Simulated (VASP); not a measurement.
# Be: single point with PBE

Be:

```xyz
2
Lattice="2.2622 0.0000 0.0000 -1.1311 1.9591 0.0000 0.0000 0.0000 3.5666" Properties=species:S:1:pos:R:3 pbc="T T T"
Be    0.0000    1.3061    0.8916
Be    1.1311    0.6530    2.6749
```

```yaml
Program: VASP 6.6.1
Task: single point
Functional: PBE
Potentials_or_basis: VASP PAW PBE potentials, release 64 (Be)
Cutoff: 520 eV
k_mesh: 21 × 21 × 12
Occupations: gaussian, width 0.1 eV
Spin: no spin polarisation
```

```yaml
Pressure: 0.2 GPa
Band_gap_on_the_k_mesh: zero (bands 2 and 3 overlap by 2.09 eV)
```

Levels at points of the mesh, in eV from the Fermi level:
```tsv
k point	band 1	band 2	band 3	band 4	band 5	band 6
(0.00, 0.00, 0.00)	-11.40	-4.50	1.05	15.98	15.98	18.82
(0.00, 0.00, 0.50)	-9.24	-9.24	10.63	10.63	17.63	17.63
```

Wall time 25 s on 1 thread of Intel(R) Xeon(R) Platinum 8488C (Sapphire Rapids), on a shared host, peak memory 0.15 GiB.
